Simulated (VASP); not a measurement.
## TiAl: single point with r2SCAN

TiAl:

```
Ti Al
1.0
     3.07621    0.00000    0.00000
     0.00000    3.07621    0.00000
     0.00000    0.00000    3.17135
Ti Al
1 1
Direct
  0.00000 0.00000 0.00000
  0.50000 0.50000 0.50000
```

This cell differs from its parent crystal: strain -0.030 along x and y, +0.000 along z.

```
Program             : VASP 6.6.1
Task                : single point
Functional          : r2SCAN
Potentials or basis : VASP PAW PBE potentials, release 64 (Ti_sv, Al)
Cutoff              : 520 eV
k mesh              : 20 × 20 × 20
Occupations         : gaussian, width 0.15 eV
Spin                : no spin polarisation
```

- Pressure: 8.5 GPa
- Band gap on the k mesh: zero (an odd number of electrons rules out a gap without spin polarisation)

Stress tensor (GPa, compression positive):
```
8.03 0.00 0.00
0.00 8.03 0.00
0.00 0.00 9.35
```

Levels at points of the mesh, in eV from the Fermi level:
```tsv
k point	band 5	band 6	band 7	band 8	band 9	band 10
(0.00, 0.00, 0.00)	-10.17	-1.83	-1.76	2.16	2.16	2.36
(0.50, 0.00, 0.00)	-6.42	-5.78	-0.70	0.03	0.47	2.42
(0.50, 0.50, 0.00)	-5.28	-2.30	-2.30	-1.66	0.73	0.73
(0.00, 0.00, 0.50)	-6.75	-5.84	-0.80	0.42	0.42	2.56
(0.50, 0.00, 0.50)	-5.50	-2.57	-2.37	-1.74	1.00	1.04
(0.50, 0.50, 0.50)	-3.49	-3.49	-3.47	1.36	2.97	3.11
```

It took 6.3 min on 1 thread of AMD EPYC 9R45 96-Core Processor (Zen 5), with other jobs on the host, peak memory 0.38 GiB.

Caveat: the cell differs from its parent crystal (strain -0.030 along x and y, +0.000 along z); the cell stands under pressure; the PAW data sets were made with another functional, which shifts forces and pressure a little.
